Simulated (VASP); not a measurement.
Write the native input for VASP 6.6.1 that does the following.

```yaml
Task: relaxation of cell and atoms
Functional: PBE
Potentials_or_basis: VASP PAW PBE potentials, release 64 (Zn, N)
Cutoff: 600 eV
k_mesh: 6 × 6 × 4
Occupations: gaussian, width 0.1 eV
Spin: no spin polarisation
Dipole_correction: no
Further_INCAR_settings: ALGO = Normal; EDIFF = 1e-07; IBRION = 2; EDIFFG = -0.04; NSW = 90; ISIF = 3
```

The structure of Zn2N lies in POSCAR:

```
Zn2N
1.0
    2.5977936800      0.0000000000      0.0000000000
    0.0000000000      2.5977936800      0.0000000000
    0.0000000000      0.0000000000      6.3595124600
Zn N
2 1
Direct
    0.0000000000      0.0000000000      0.0000000000
    0.5000000000      0.5000000000      0.5000000000
    0.5000000000      0.5000000000      0.0000000000
```

The cell was built from a structure type or drawn by symmetry, and may not be a known phase.

These files were run (other wordings do the same):

INCAR

```
PREC = Accurate ; ENCUT = 600
EDIFF = 1E-7 ; ISMEAR = 0
SIGMA = 0.1 ; LREAL = False
LASPH = True ; NELM = 100
ALGO = Normal ; ISIF = 3
LWAVE = False ; LCHARG = False
GGA = PE ; IBRION = 2
NSW = 90 ; EDIFFG = -0.04
```

KPOINTS

```
Automatic mesh
0
Gamma
  6 6 4
```

Potentials or basis: VASP PAW PBE potentials, release 64 (Zn, N).

Launch:

```bash
$ cat potpaw_PBE.64/Zn/POTCAR potpaw_PBE.64/N/POTCAR > POTCAR
$ mpirun -np 1 vasp_std > vasp.out
```

Results of the run:

```yaml
Relaxed_volume: 12.86 Å³/atom
Relaxed_cell: a = 3.114 Å, b = 3.114 Å, c = 3.980 Å, α = 90.00°, β = 90.00°, γ = 90.00°
Space_group_after_relaxing_to_0.1_Å: P4/mmm (No. 123)
Energy_gained_by_relaxing: 517.3 meV/atom
Ionic_steps: 18
Pressure_after_relaxing: -0.1 GPa
Band_gap_on_the_k_mesh: zero (an odd number of electrons rules out a gap without spin polarisation)
```

Caveat: the k points lie up to 0.39 Å⁻¹ apart in the final cell, too coarse for converged energies and pressures of a metal; a cell axis changed by over 15 % at a fixed basis, so the end point is rough.

Wall time 12 min on 1 thread of Intel Xeon 8259CL, on a shared host, peak memory 0.2 GiB.
